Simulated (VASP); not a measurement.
**Si8W3: single point with PBE**

The system is Si8W3, a slab with vacuum.

```xyz
11
Lattice="3.2290 0.0000 0.0000 -1.6145 4.2519 0.0000 0.0000 0.0000 24.9498" Properties=species:S:1:pos:R:3 pbc="T T T"
Si    1.6145    1.8170    7.5000
Si    0.0000    3.6610    8.4883
Si    1.6145    3.0431   10.4872
Si    1.6145    0.6352   11.4755
Si    0.0000    0.0173   13.4743
Si    1.6145    1.8613   14.4626
Si    0.0000    1.2434   16.4615
Si    1.6145    3.0874   17.4498
W     0.0000    1.2261    9.4877
W     0.0000    2.4522   12.4749
W     0.0000    3.6783   15.4620
```

```
Program                : VASP 6.6.1
Task                   : single point
Functional             : PBE
Potentials or basis    : VASP PAW PBE potentials, release 64 (Si, W_sv)
Cutoff                 : 520 eV
k mesh                 : 11 × 8 × 1
Occupations            : gaussian, width 0.1 eV
Spin                   : no spin polarisation
Dipole correction      : yes
Further INCAR settings : ALGO = Normal; EDIFF = 1e-06; NBANDS = 48; ISYM = 0
```

The largest force is 0.981 eV/Å. The band gap on the k mesh is zero (bands 37 and 38 overlap by 0.48 eV).

Forces in eV/Å, atoms in the order of the input:
```
Si   0.008  0.031 -0.355
Si   0.000  0.159 -0.374
Si   0.000  0.141 -0.295
Si   0.000 -0.083 -0.072
Si   0.000  0.083  0.072
Si   0.001 -0.141  0.295
Si   0.000 -0.159  0.374
Si  -0.008 -0.031  0.355
W   -0.008 -0.186  0.963
W    0.000  0.000  0.000
W    0.008  0.186 -0.963
```

Levels at points of the mesh, in eV from the Fermi level:
```tsv
k point	band 33	band 34	band 35	band 36	band 37	band 38	band 39	band 40	band 41	band 42
(0.00, 0.00, 0.00)	-0.76	-0.68	-0.57	-0.55	-0.54	0.18	2.30	2.37	2.71	2.98
(0.00, 0.50, 0.00)	-0.41	-0.09	-0.07	0.02	0.09	0.13	0.28	1.05	1.98	2.23
```

Run time: 12 min on 1 thread of Intel(R) Xeon(R) 6975P-C (Granite Rapids), with other jobs on the host, peak memory 0.74 GiB.

Caveat: spin-orbit coupling is left out, which moves the levels of the heavy elements.
